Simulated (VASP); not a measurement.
# Be (Im-3m) in VASP: notebook, part 2 of 2

VASP 6.6.1. The steps go on from the part before.

### Step 4. Single point, BLYP (volume scaled by 1.04)

File INCAR:

```
AGGAC    = 1.0          
AGGAX    = 1.0          
ALDAC    = 0.0          
ALDAX    = 1.0          
ALGO     = Normal         # electronic algorithm
EDIFF    = 1E-6           # SCF threshold, eV
ENCUT    = 520            # plane-wave cutoff, eV
GGA      = B5             # functional
ISIF     = 2              # what is computed and relaxed
ISMEAR   = -1             # smearing method
LASPH    = T              # aspherical terms in the spheres
LCHARG   = F              # write CHGCAR
LREAL    = F              # projectors in reciprocal space
LWAVE    = F              # write WAVECAR
NBANDS   = 7              # bands
NELM     = 60             # most SCF steps
PREC     = Accurate       # precision mode
SIGMA    = 0.1            # smearing width, eV
```

File KPOINTS:

```
k-points
0
Gamma
  20 20 20
```

File POSCAR:

```
Be
1.0
   -1.2676469391      1.2676469391      1.2676469391
    1.2676469391     -1.2676469391      1.2676469391
    1.2676469391      1.2676469391     -1.2676469391
Be
1
Direct
    0.0000000000      0.0000000000      0.0000000000
```

Potentials or basis: VASP PAW PBE potentials, release 64 (Be).

Run with:

```bash
$ cat potpaw_PBE.64/Be/POTCAR > POTCAR
$ mpirun -np 1 vasp_std > vasp.out
```

OUTCAR:

```text
EDIFF = 1E-6
   ENCUT = 520
   GGA = B5
   ISIF = 2
   ISMEAR = -1
   LASPH = T
   LREAL = F
   NELM = 60
   PREC = Accurate

 ion  position               nearest neighbor table
   1  0.000  0.000  0.000-

  LATTYP: Found a body centered cubic cell.
 ALAT       =     2.5352938782

  Lattice vectors:

 A1 = (  -1.2676469391,   1.2676469391,   1.2676469391)
 A2 = (   1.2676469391,  -1.2676469391,   1.2676469391)
 A3 = (   1.2676469391,   1.2676469391,  -1.2676469391)

Analysis of symmetry for initial positions (statically):
=====================================================================
 Subroutine PRICEL returns:
 Original cell was already a primitive cell.

 Routine SETGRP: Setting up the symmetry group for a
 body centered cubic supercell.

 Subroutine GETGRP returns: Found 48 space group operations
 (whereof 48 operations were pure point group operations)
 out of a pool of 48 trial point group operations.

The static configuration has the point symmetry O_h .

Analysis of symmetry for dynamics (positions and initial velocities):
=====================================================================
 Subroutine PRICEL returns:
 Original cell was already a primitive cell.

 Routine SETGRP: Setting up the symmetry group for a
 body centered cubic supercell.

 Subroutine GETGRP returns: Found 48 space group operations
 (whereof 48 operations were pure point group operations)
 out of a pool of 48 trial point group operations.

The dynamic configuration has the point symmetry O_h .

 Subroutine INISYM returns: Found 48 space group operations
 (whereof 48 operations are pure point group operations),
 and found     1 'primitive' translations

----------------------------------------------------------------------------------------

                                     Primitive cell

[... 100 lines left out ...]
   NUPDOWN=      -1.0000    fix difference up-down
   EMIN   =  10.00;   EMAX   =-10.00  energy-range for DOS
   EFERMI =   0.00;   METHOD = LEGACY
   ISMEAR =    -1;   SIGMA  =   0.10  broadening in eV -4-tet -1-fermi 0-gaus
   EFERMI_NEDOS =   21; number of points for ismear=-14 and -15
   IALGO  =     38    algorithm
   IMIX   =      4    mixing-type and parameters
     AMIX     =   0.40;   BMIX     =  1.00
     AMIX_MAG =   1.60;   BMIX_MAG =  1.00
  volume/ion in A,a.u.               =       8.15        54.99
  Fermi-wavevector in a.u.,A,eV,Ry     =   1.025022  1.937011 14.295235  1.050670
  Thomas-Fermi vector in A             =   2.158840
   LORBIT       =      0    0 simple, 1 ext, 2 COOP (PROOUT), +10 PAW based schemes
   GGA     = B5    functional components
   LHFCALC =     F    Hartree Fock is set to
   AEXX    =    0.0000 exact exchange contribution
   IVDW    =     0    specifies the selected vdW correction
   LEPSILON=     F    determine dielectric tensor
   LRPA    =     F    only Hartree local field effects (RPA)
 non-spin polarized calculation
  energy-cutoff  :      520.00
  volume of cell :        8.15
 maximum number of plane-waves:       236
   NGX =  9   NGY =  9   NGZ =  9

 number of electron       2.0000000 magnetization

 Free energy of the ion-electron system (eV)
  ---------------------------------------------------
  ext. energy  EPLUGINS =         0.00000000
  ---------------------------------------------------
  free energy    TOTEN  =        -2.99371338 eV

  energy without entropy =       -2.98927410  energy(sigma->0) =       -2.99149374

 E-fermi :   8.0502     XC(G=0):  -9.9846

 val. band max:        8.0235480068   @ k =  -0.4000  -0.4000   0.1500
 cond. band min:       8.0511317254   @ k =  -0.3500  -0.4000   0.0500
 fundamental gap:      0.0275837186
 Fermi energy:         8.0502126547

 k-point     1 :       0.0000    0.0000    0.0000
  band No.  band energies     occupation
      1      -3.8961      2.00000
      2      26.4854      0.00000
      3      26.4854      0.00000
      4      26.4854      0.00000
      5      38.1757      0.00000
      6      38.1757      0.00000
      7      38.1757      0.00000
[... 221 lines left out ...]
 k-point    24 :       0.2500    0.1000    0.0000
  band No.  band energies     occupation
      1      -0.5488      2.00000
      2      15.3842      0.00000
      3      20.0132      0.00000
      4      22.7473      0.00000
      5      32.1340      0.00000
      6      32.9727      0.00000
      7      39.8155      0.00000

 [... further k-points ...]
[... 5 lines left out ...]
  --------------------------------------------------------------------------------------
  -------------------------------------------------------------------------------------
  Total       -0.2255260     -0.2255260     -0.2255260      0.0000000      0.0000000     -0.0000000
  in kB      -44.3457690    -44.3457690    -44.3457690      0.0000000      0.0000000     -0.0000000
  external PRESSURE =     -44.3457690 kB  Pullay stress =       0.0000000 kB

 VOLUME and BASIS-vectors are now :
 -----------------------------------------------------------------------------
  energy-cutoff  :      520.00
  volume of cell :        8.15
      direct lattice vectors                 reciprocal lattice vectors
    -1.267646939  1.267646939  1.267646939     0.000000000  0.394431592  0.394431592
     1.267646939 -1.267646939  1.267646939     0.394431592  0.000000000  0.394431592
     1.267646939  1.267646939 -1.267646939     0.394431592  0.394431592  0.000000000

 POSITION                                       TOTAL-FORCE (eV/Angst)
 -----------------------------------------------------------------------------------
      0.00000      0.00000      0.00000        -0.000000      0.000000     -0.000000
 -----------------------------------------------------------------------------------
    total drift:                               -0.000000     -0.000000      0.000000

  FREE ENERGIE OF THE ION-ELECTRON SYSTEM (eV)
  ---------------------------------------------------
  free  energy   TOTEN  =        -2.9937133798 eV

  energy  without entropy=       -2.9892740962  energy(sigma->0) =       -2.99149374
```

OSZICAR:

```text
N       E                     dE             d eps       ncg     rms          rms(c)
DAV:   1    -0.172727672966E+01   -0.17273E+01   -0.11503E+03  3885   0.232E+02
DAV:   2    -0.302850931850E+01   -0.13012E+01   -0.12035E+01  4956   0.252E+01
DAV:   3    -0.303098605850E+01   -0.24767E-02   -0.24766E-02  4081   0.969E-01
DAV:   4    -0.303098648430E+01   -0.42580E-06   -0.42695E-06  5390   0.130E-02
DAV:   5    -0.303098648409E+01    0.21119E-09   -0.86398E-10  4109   0.671E-05    0.738E-01
DAV:   6    -0.300428601860E+01    0.26700E-01   -0.26746E-03  4207   0.374E-01    0.448E-01
DAV:   7    -0.299371318137E+01    0.10573E-01   -0.31699E-03  3920   0.430E-01    0.523E-02
DAV:   8    -0.299371058719E+01    0.25942E-05   -0.71819E-05  4221   0.643E-02    0.743E-03
DAV:   9    -0.299371454366E+01   -0.39565E-05   -0.53425E-06  4144   0.209E-02    0.177E-03
DAV:  10    -0.299371353126E+01    0.10124E-05   -0.13163E-07  2471   0.367E-03    0.466E-04
DAV:  11    -0.299371337984E+01    0.15142E-06   -0.12615E-08  1904   0.105E-03
   1 F= -.29937134E+01 E0= -.29914937E+01  d E =-.443928E-02
```

Wall time 3.5 s (1 thread of Intel Xeon 6975P-C (Granite Rapids), shared host); peak memory 0.11 GiB.

What came out:

| Item | Value |
| --- | --- |
| Free energy | -2.9937 eV |
| Pressure | -4.4 GPa |
| Band gap on the k mesh | zero (band 1 reaches 11.82 eV, above the bottom of band 2 at 6.82 eV) |

Caveat: the cell differs from its parent crystal (volume scaled by 1.04); the PAW data sets were made with another functional, which shifts forces and pressure a little.

### Step 5. Single point, BLYP (volume scaled by 1.08)

File INCAR:

```
PREC = Accurate
ENCUT = 520
EDIFF = 1E-6
ISMEAR = -1
SIGMA = 0.1
LREAL = False
LASPH = True
NELM = 80
ALGO = Normal
ISIF = 2
LWAVE = False
LCHARG = True
GGA = B5
ALDAX = 1.0
AGGAX = 1.0
AGGAC = 1.0
ALDAC = 0.0
LELF = True
LVHAR = True
NBANDS = 7
```

File KPOINTS:

```
Automatic mesh
0
Gamma
  20 20 20
```

File POSCAR:

```
Be
1.0
   -1.2836948065      1.2836948065      1.2836948065
    1.2836948065     -1.2836948065      1.2836948065
    1.2836948065      1.2836948065     -1.2836948065
Be
1
Direct
    0.0000000000      0.0000000000      0.0000000000
```

Run with:

```bash
$ cat potpaw_PBE.64/Be/POTCAR > POTCAR
$ mpirun -np 1 vasp_std > vasp.out
```

Run time: 5.9 s. Hardware: 1 thread of Intel Xeon 6975P-C (Granite Rapids), shared host; peak memory 0.11 GiB.

The run converged. Its results:

- Free energy: -2.9813 eV
- Pressure: -8.1 GPa
- Band gap on the k mesh: zero (band 1 reaches 11.39 eV, above the bottom of band 2 at 6.55 eV)

Levels at points of the mesh, in eV from the Fermi level:
| k point | band 1 | band 2 | band 3 | band 4 |
| --- | --- | --- | --- | --- |
| (0.00, 0.00, 0.00) | -11.72 | 17.86 | 17.86 | 17.86 |
| (0.50, 0.00, 0.00) | -4.90 | 0.23 | 11.33 | 14.45 |
| (0.50, 0.50, 0.50) | 3.66 | 3.66 | 3.66 | 9.67 |

Caveat: the cell differs from its parent crystal (volume scaled by 1.08); the PAW data sets were made with another functional, which shifts forces and pressure a little.

### Step 6. Single point, BLYP (volume scaled by 1.12)

File INCAR:

```
SYSTEM = Be
PREC     = Accurate       ! precision mode
ENCUT    = 520            ! plane-wave cutoff, eV
EDIFF    = 1E-6           ! SCF threshold, eV
ISMEAR   = -1             ! smearing method
SIGMA    = 0.1            ! smearing width, eV
LREAL    = .False.        ! projectors in reciprocal space
LASPH    = .True.         ! aspherical terms in the spheres
NELM     = 80             ! most SCF steps
ALGO     = Normal         ! electronic algorithm
ISIF     = 2              ! what is computed and relaxed
LWAVE    = .False.        ! write WAVECAR
LCHARG   = .False.        ! write CHGCAR
GGA      = B5             ! functional
ALDAX    = 1.0          
AGGAX    = 1.0          
AGGAC    = 1.0          
ALDAC    = 0.0          
NBANDS   = 7              ! bands
```

File KPOINTS:

```
regular mesh
0
Gamma
  20 20 20
  0 0 0
```

File POSCAR:

```
Be
1.0
   -1.2993511642      1.2993511642      1.2993511642
    1.2993511642     -1.2993511642      1.2993511642
    1.2993511642      1.2993511642     -1.2993511642
Be
1
Direct
    0.0000000000      0.0000000000      0.0000000000
```

Potentials or basis: VASP PAW PBE potentials, release 64 (Be).

Run with:

```bash
$ cat potpaw_PBE.64/Be/POTCAR > POTCAR
$ mpirun -np 1 vasp_std > vasp.out
```

Wall time 5.8 s (1 thread of Intel Xeon 6975P-C (Granite Rapids), shared host); peak memory 0.12 GiB.

Results (log left out):

- Free energy: -2.9624 eV
- Pressure: -11.2 GPa
- Band gap on the k mesh: zero (band 1 reaches 10.98 eV, above the bottom of band 2 at 6.29 eV)

Levels at points of the mesh, in eV from the Fermi level:
```csv
k point,band 1,band 2,band 3,band 4,band 5,band 6
"(0.00, 0.00, 0.00)",-11.49,17.33,17.33,17.33,28.75,28.75
"(0.50, 0.00, 0.00)",-4.75,0.14,11.01,14.06,19.25,24.08
"(0.50, 0.50, 0.50)",3.56,3.56,3.56,9.53,9.53,15.89
```

Caveat: the cell differs from its parent crystal (volume scaled by 1.12); the PAW data sets were made with another functional, which shifts forces and pressure a little.

### Step 7. Single point, BLYP

This run uses another cell than the first one, of 7.83 Å³/atom, 1.042 times its volume.

File INCAR:

```
PREC = Accurate
ENCUT = 520
EDIFF = 1E-6
ISMEAR = -1
SIGMA = 0.1
LREAL = F
LASPH = T
NELM = 100
ALGO = Normal
ISIF = 2
LWAVE = F
LCHARG = F
GGA = B5
ALDAX = 1.0
AGGAX = 1.0
AGGAC = 1.0
ALDAC = 0.0
NBANDS = 7
```

File KPOINTS:

```
Automatic mesh
0
Gamma
  29 29 29
```

File POSCAR:

```
Be
1.0
   -1.2511821282      1.2511821282      1.2511821282
    1.2511821282     -1.2511821282      1.2511821282
    1.2511821282      1.2511821282     -1.2511821282
Be
1
Direct
    0.0000000000      0.0000000000      0.0000000000
```

Run with:

```bash
$ cat potpaw_PBE.64/Be/POTCAR > POTCAR
$ mpirun -np 1 vasp_std > vasp.out
```

Wall time 6.6 s (1 thread of Intel Xeon 6975P-C (Granite Rapids), shared host); peak memory 0.13 GiB.

It converged, with:

```yaml
Free_energy: -2.9970 eV
Pressure: 0.0 GPa
Band_gap_on_the_k_mesh: zero (band 1 reaches 12.02 eV, above the bottom of band 2 at 7.07 eV)
```

Levels at points of the mesh, in eV from the Fermi level:
```csv
k point,band 1,band 2,band 3,band 4,band 5
"(0.00, 0.00, 0.00)",-12.22,19.02,19.02,19.02,30.85
```

Caveat: the PAW data sets were made with another functional, which shifts forces and pressure a little.

### Step 8. The runs side by side

```csv
cell,k mesh,gap on the mesh (eV),pressure (GPa)
"a = 2.138 Å, angles 109.5°, 1 atom",20 × 20 × 20,none,5.3
"a = 2.167 Å, angles 109.5°, 1 atom",20 × 20 × 20,none,0.0
"a = 2.196 Å, angles 109.5°, 1 atom",20 × 20 × 20,none,-4.4
"a = 2.223 Å, angles 109.5°, 1 atom",20 × 20 × 20,none,-8.1
"a = 2.251 Å, angles 109.5°, 1 atom",20 × 20 × 20,none,-11.2
"a = 2.167 Å, angles 109.5°, 1 atom",29 × 29 × 29,none,0.0
```

Alike in all rows: task single point; level BLYP; potentials or basis VASP PAW PBE potentials, release 64 (Be); no spin polarisation; cutoff (eV) 520; smearing fermi-dirac 0.1 eV.

Caveats: the PAW data sets were made with another functional, which shifts forces and pressure a little.

Total energies depend on the potentials used, so only differences within one code and one set of settings carry meaning.
